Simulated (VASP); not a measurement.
# Cu (Cmcm) in VASP: further runs, part 2 of 2

VASP 6.6.1. Earlier steps stand in the parts before.

### 3 Single point, PBEsol (normal strain along x +0.0000, normal strain along y -0.1100)

Contents of INCAR:

```
PREC = Accurate ; ENCUT = 520
EDIFF = 1E-6 ; ISMEAR = 0
SIGMA = 0.15 ; LREAL = False
LASPH = True ; NELM = 80
ALGO = Fast ; ISIF = 2
LWAVE = False ; LCHARG = False
GGA = PS ; NBANDS = 18
```

Contents of KPOINTS:

```
regular mesh
0
Gamma
  20 20 18
```

Contents of POSCAR:

```
Cu
1.0
    1.2146947347     -3.5239251767      0.0000000000
    1.2146947347      3.5239251767      0.0000000000
    0.0000000000      0.0000000000      2.4675572805
Cu
2
Direct
    0.1338543804      0.8661456196      0.2500000000
    0.8661456196      0.1338543804      0.7500000000
```

Potentials or basis: VASP PAW PBE potentials, release 64 (Cu).

Started as:

```sh
$ cat potpaw_PBE.64/Cu/POTCAR > POTCAR
$ mpirun -np 1 vasp_std > vasp.out
```

OUTCAR:

```text
PREC = Accurate
   ENCUT = 520
   EDIFF = 1E-6
   ISMEAR = 0
   LREAL = False
   LASPH = True
   NELM = 80
   ISIF = 2
   GGA = PS

 ion  position               nearest neighbor table
   1  0.134  0.866  0.250-   2 2.25   2 2.25   2 2.38   2 2.38   2 2.38   2 2.38
   2  0.866  0.134  0.750-   1 2.25   1 2.25   1 2.38   1 2.38   1 2.38   1 2.38

  LATTYP: Found a base centered orthorhombic cell.
 ALAT       =     2.4293894694
 B/A-ratio  =     2.9010788275
 C/A-ratio  =     1.0157108655

  Lattice vectors:

 A1 = (   1.2146947347,  -3.5239251767,   0.0000000000)
 A2 = (   1.2146947347,   3.5239251767,   0.0000000000)
 A3 = (   0.0000000000,   0.0000000000,   2.4675572805)

Analysis of symmetry for initial positions (statically):
=====================================================================
 Subroutine PRICEL returns:
 Original cell was already a primitive cell.

 Routine SETGRP: Setting up the symmetry group for a
 base centered orthorhombic supercell.

 Subroutine GETGRP returns: Found  8 space group operations
 (whereof  4 operations were pure point group operations)
 out of a pool of  8 trial point group operations.
[... 159 lines left out ...]
  ---------------------------------------------------
  ext. energy  EPLUGINS =         0.00000000
  ---------------------------------------------------
  free energy    TOTEN  =        -7.98473120 eV

  energy without entropy =       -7.97898882  energy(sigma->0) =       -7.98186001

 E-fermi :   8.8886     XC(G=0): -13.5281

 val. band max:        8.8878616774   @ k =   0.4500   0.3000   0.3889
 cond. band min:       8.8889688388   @ k =  -0.2000   0.0500   0.5000
 fundamental gap:      0.0011071614
 Fermi energy:         8.8886285088

 k-point     1 :       0.0000    0.0000    0.0000
  band No.  band energies     occupation
      1      -1.3950      2.00000
      2       3.1362      2.00000
      3       4.1978      2.00000
      4       4.8301      2.00000
      5       4.9823      2.00000
      6       6.1102      2.00000
[... 481 lines left out ...]
      5       5.2762      2.00000
      6       5.8293      2.00000
[... 10 lines left out ...]
     17      29.8949      0.00000
     18      32.9318      0.00000

 [... further k-points ...]
[... 5 lines left out ...]
  --------------------------------------------------------------------------------------
  -------------------------------------------------------------------------------------
  Total        1.8318075      5.8082880      3.5409466      0.0000000      0.0000000      0.0000000
  in kB      138.9310634    440.5220535    268.5584953      0.0000000      0.0000000      0.0000000
  external PRESSURE =     282.6705374 kB  Pullay stress =       0.0000000 kB

 VOLUME and BASIS-vectors are now :
 -----------------------------------------------------------------------------
  energy-cutoff  :      520.00
  volume of cell :       21.12
      direct lattice vectors                 reciprocal lattice vectors
     1.214694735 -3.523925177  0.000000000     0.411626054 -0.141887235  0.000000000
     1.214694735  3.523925177  0.000000000     0.411626054  0.141887235  0.000000000
     0.000000000  0.000000000  2.467557280     0.000000000  0.000000000  0.405259083

 POSITION                                       TOTAL-FORCE (eV/Angst)
 -----------------------------------------------------------------------------------
      1.21469      2.58054      0.61689         0.000000     -0.424437     -0.000000
      1.21469     -2.58054      1.85067         0.000000      0.424437      0.000000
 -----------------------------------------------------------------------------------
    total drift:                                0.000000     -0.000000      0.000000

  FREE ENERGIE OF THE ION-ELECTRON SYSTEM (eV)
  ---------------------------------------------------
  free  energy   TOTEN  =        -7.9847311978 eV

  energy  without entropy=       -7.9789888157  energy(sigma->0) =       -7.98186001
```

OSZICAR:

```text
N       E                     dE             d eps       ncg     rms          rms(c)
DAV:   1     0.118414375231E+03    0.11841E+03   -0.10405E+04 43834   0.224E+03
DAV:   2    -0.380511295734E+01   -0.12222E+03   -0.11587E+03 40052   0.292E+02
DAV:   3    -0.100066158656E+02   -0.62015E+01   -0.60087E+01 44378   0.875E+01
DAV:   4    -0.100712788427E+02   -0.64663E-01   -0.64621E-01 47020   0.958E+00
DAV:   5    -0.100721404703E+02   -0.86163E-03   -0.86159E-03 48790   0.972E-01    0.118E+01
RMM:   6    -0.856962281537E+01    0.15025E+01   -0.99678E+00 46704   0.562E+01    0.541E+00
RMM:   7    -0.802029643931E+01    0.54933E+00   -0.15315E+00 46462   0.227E+01    0.159E+00
RMM:   8    -0.798639625964E+01    0.33900E-01   -0.71085E-02 48888   0.247E+00    0.298E-01
RMM:   9    -0.798456790935E+01    0.18284E-02   -0.15112E-02 48463   0.228E+00    0.106E-01
RMM:  10    -0.798472952563E+01   -0.16162E-03   -0.34708E-03 52313   0.580E-01    0.441E-02
RMM:  11    -0.798472562873E+01    0.38969E-05   -0.29549E-04 53144   0.206E-01    0.206E-02
RMM:  12    -0.798473058836E+01   -0.49596E-05   -0.94763E-05 57260   0.823E-02    0.228E-03
RMM:  13    -0.798473119776E+01   -0.60940E-06   -0.69379E-06 44112   0.304E-02
   1 F= -.79847312E+01 E0= -.79818600E+01  d E =-.574238E-02
```

It took 6.3 min on 1 thread of Intel Xeon Platinum 8259CL at 2.50GHz (Skylake/Cascade Lake), shared host; peak memory 0.43 GiB.

What came out:

```yaml
Free_energy: -7.9847 eV
Pressure: 28.3 GPa
Largest_force: 0.424 eV/Å
Band_gap_on_the_k_mesh: zero (bands 11 and 12 overlap by 5.40 eV)
```

Forces in eV/Å, atoms in the order of the input:
```
Cu   0.000 -0.424  0.000
Cu   0.000  0.424  0.000
```

Stress tensor (GPa, compression positive):
```
13.89  0.00  0.00
 0.00 44.05  0.00
 0.00  0.00 26.86
```

Levels at points of the mesh, in eV from the Fermi level:
| k point | band 9 | band 10 | band 11 | band 12 | band 13 | band 14 |
| --- | --- | --- | --- | --- | --- | --- |
| (0.00, 0.00, 0.00) | -2.22 | -1.98 | -1.37 | 1.24 | 7.55 | 13.82 |
| (0.50, 0.00, 0.00) | -2.37 | -1.67 | -0.74 | 1.21 | 2.95 | 8.22 |
| (0.50, 0.50, 0.00) | -2.50 | -2.43 | -1.76 | -1.60 | 14.62 | 17.76 |
| (0.00, 0.00, 0.50) | -1.75 | -1.75 | -0.32 | -0.32 | 9.97 | 9.97 |
| (0.50, 0.00, 0.50) | -1.57 | -1.57 | 3.15 | 3.15 | 7.66 | 7.66 |
| (0.50, 0.50, 0.50) | -1.80 | -1.80 | -1.40 | -1.40 | 4.29 | 4.29 |

Caveat: the cell differs from its parent crystal (normal strain along x +0.0000, normal strain along y -0.1100); the cell stands under pressure; the PAW data sets were made with another functional, which shifts forces and pressure a little.

### 4 Single point, PBEsol (normal strain along x -0.0550, normal strain along y -0.0550)

Contents of INCAR:

```
SYSTEM = Cu
ALGO     = Fast           ! electronic algorithm
EDIFF    = 1E-7           ! SCF threshold, eV
ENCUT    = 520            ! plane-wave cutoff, eV
GGA      = PS             ! functional
ISIF     = 2              ! what is computed and relaxed
ISMEAR   = 0              ! smearing method
LASPH    = .TRUE.         ! aspherical terms in the spheres
LCHARG   = .FALSE.        ! write CHGCAR
LREAL    = .FALSE.        ! projectors in reciprocal space
LWAVE    = .FALSE.        ! write WAVECAR
NBANDS   = 18             ! bands
NELM     = 100            ! most SCF steps
PREC     = Accurate       ! precision mode
SIGMA    = 0.15           ! smearing width, eV
```

Contents of KPOINTS:

```
k-points
0
G
  20 20 18
  0 0 0
```

Contents of POSCAR:

```
Cu
1.0
    1.1478865243     -3.7416958337      0.0000000000
    1.1478865243      3.7416958337      0.0000000000
    0.0000000000      0.0000000000      2.4675572805
Cu
2
Direct
    0.1338543804      0.8661456196      0.2500000000
    0.8661456196      0.1338543804      0.7500000000
```

Potentials or basis: VASP PAW PBE potentials, release 64 (Cu).

Started as:

```sh
$ cat potpaw_PBE.64/Cu/POTCAR > POTCAR
$ mpirun -np 1 vasp_std > vasp.out
```

OUTCAR:

```text
SYSTEM = Cu
   EDIFF = 1E-7
   ENCUT = 520
   GGA = PS
   ISIF = 2
   ISMEAR = 0
   LASPH = .TRUE.
   LREAL = .FALSE.
   NELM = 100
   PREC = Accurate

 ion  position               nearest neighbor table
   1  0.134  0.866  0.250-   2 2.35   2 2.35   2 2.42   2 2.42   2 2.42   2 2.42
   2  0.866  0.134  0.750-   1 2.35   1 2.35   1 2.42   1 2.42   1 2.42   1 2.42

  LATTYP: Found a base centered orthorhombic cell.
 ALAT       =     2.2957730486
 B/A-ratio  =     3.2596391320
 C/A-ratio  =     1.0748263126

  Lattice vectors:

[... 196 lines left out ...]
      6       5.9821      2.00000
[... 481 lines left out ...]
      5       5.4651      2.00000
      6       5.6758      2.00000
[... 10 lines left out ...]
     17      29.9867      0.00000
     18      32.4118      0.00000

 [... further k-points ...]
[... 5 lines left out ...]
  --------------------------------------------------------------------------------------
  -------------------------------------------------------------------------------------
  Total        4.1946971      3.4126682      2.0045041      0.0000000      0.0000000      0.0000000
  in kB      317.0636937    257.9526402    151.5140281      0.0000000      0.0000000      0.0000000
  external PRESSURE =     242.1767874 kB  Pullay stress =       0.0000000 kB

 VOLUME and BASIS-vectors are now :
 -----------------------------------------------------------------------------
  energy-cutoff  :      520.00
  volume of cell :       21.20
      direct lattice vectors                 reciprocal lattice vectors
     1.147886524 -3.741695834  0.000000000     0.435583126 -0.133629248  0.000000000
     1.147886524  3.741695834  0.000000000     0.435583126  0.133629248  0.000000000
     0.000000000  0.000000000  2.467557280     0.000000000  0.000000000  0.405259083

 POSITION                                       TOTAL-FORCE (eV/Angst)
 -----------------------------------------------------------------------------------
      1.14789      2.74001      0.61689         0.000000      0.211077     -0.000000
      1.14789     -2.74001      1.85067         0.000000     -0.211077      0.000000
 -----------------------------------------------------------------------------------
    total drift:                                0.000000     -0.000000      0.000000

  FREE ENERGIE OF THE ION-ELECTRON SYSTEM (eV)
  ---------------------------------------------------
  free  energy   TOTEN  =        -8.0961760674 eV

  energy  without entropy=       -8.0900323378  energy(sigma->0) =       -8.09310420
```

It took 8.7 min on 1 thread of Intel Xeon Platinum 8259CL at 2.50GHz (Skylake/Cascade Lake), shared host; peak memory 0.44 GiB.

What came out:

```yaml
Free_energy: -8.0962 eV
Pressure: 24.2 GPa
Largest_force: 0.211 eV/Å
Band_gap_on_the_k_mesh: zero (bands 11 and 12 overlap by 5.87 eV)
```

Forces in eV/Å, atoms in the order of the input:
```
Cu   0.000  0.211  0.000
Cu   0.000 -0.211  0.000
```

Levels at points of the mesh, in eV from the Fermi level:
```tsv
k point	band 9	band 10	band 11	band 12	band 13	band 14
(0.00, 0.00, 0.00)	-1.99	-1.80	-1.46	0.04	6.02	13.88
(0.50, 0.00, 0.00)	-2.41	-1.76	-0.30	1.86	3.19	8.24
(0.50, 0.50, 0.00)	-2.66	-2.11	-1.67	-1.55	15.60	17.31
(0.00, 0.00, 0.50)	-1.72	-1.72	-0.29	-0.29	8.75	8.75
(0.50, 0.00, 0.50)	-1.32	-1.32	3.78	3.78	8.07	8.07
(0.50, 0.50, 0.50)	-1.82	-1.82	-1.54	-1.54	3.89	3.89
```

Caveat: the cell differs from its parent crystal (normal strain along x -0.0550, normal strain along y -0.0550); the cell stands under pressure; the PAW data sets were made with another functional, which shifts forces and pressure a little.

### 5 Summary

```csv
cell,gap on the mesh (eV),pressure (GPa),largest force (eV/Å)
"a = 4.142, b = 4.142, c = 2.468 Å, angles 90.0, 90.0, 145.9°, 2 atoms",none,0.8,-
"a = 3.727, b = 3.727, c = 2.468 Å, angles 90.0, 90.0, 142.0°, 2 atoms",none,28.3,0.42
"a = 3.914, b = 3.914, c = 2.468 Å, angles 90.0, 90.0, 145.9°, 2 atoms",none,24.2,0.21
```

Alike in all rows: task single point; level PBEsol; potentials or basis VASP PAW PBE potentials, release 64 (Cu); no spin polarisation; k mesh 20 × 20 × 18; cutoff (eV) 520; smearing gaussian 0.15 eV.

Caveats: the PAW data sets were made with another functional, which shifts forces and pressure a little; the cell stands under pressure (at least some runs).

Total energies depend on the potentials used, so only differences within one code and one set of settings carry meaning.
